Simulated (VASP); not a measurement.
## SiSe: single point with r2SCAN+D3(BJ)

Crystal: SiSe.

```
CELL_PARAMETERS angstrom
3.59520 0.00000 0.00000
-1.79760 3.11353 0.00000
0.00000 0.00000 3.59873
ATOMIC_POSITIONS crystal
Si 0.66667 0.33333 0.50000
Se 0.00000 0.00000 0.00000
```

| Property | Result |
| --- | --- |
| Program | VASP 6.6.1 |
| Task | single point |
| Functional | r2SCAN |
| Dispersion | D3(BJ) |
| Potentials or basis | VASP PAW PBE potentials, release 64 (Si, Se) |
| Cutoff | 520 eV |
| k mesh | 9 × 9 × 7 |
| Occupations | fermi-dirac, width 0.05 eV |
| Spin | no spin polarisation |
| Dipole correction | no |
| Further INCAR settings | ALGO = Normal; EDIFF = 1e-06; NBANDS = 12 |

* Pressure: -1.2 GPa
* Band gap on the k mesh: zero (bands 5 and 6 overlap by 3.15 eV)
* Dispersion energy per atom: -0.173 eV

Stress tensor (GPa, compression positive):
```
-1.30  0.00  0.00
 0.00 -1.30  0.00
 0.00  0.00 -0.86
```

Levels at points of the mesh, in eV from the Fermi level:
```
           k point  band 3  band 4  band 5  band 6  band 7  band 8
(0.00, 0.00, 0.00)   -4.10   -2.11   -2.11    2.91    2.91    3.88
```

Wall time 2.7 min on 1 thread of AMD EPYC 7R43 64-Core Processor (Zen 3), with other jobs on the host, peak memory 0.17 GiB.

Caveat: three body term missing; the PAW data sets were made with another functional, which shifts forces and pressure a little.
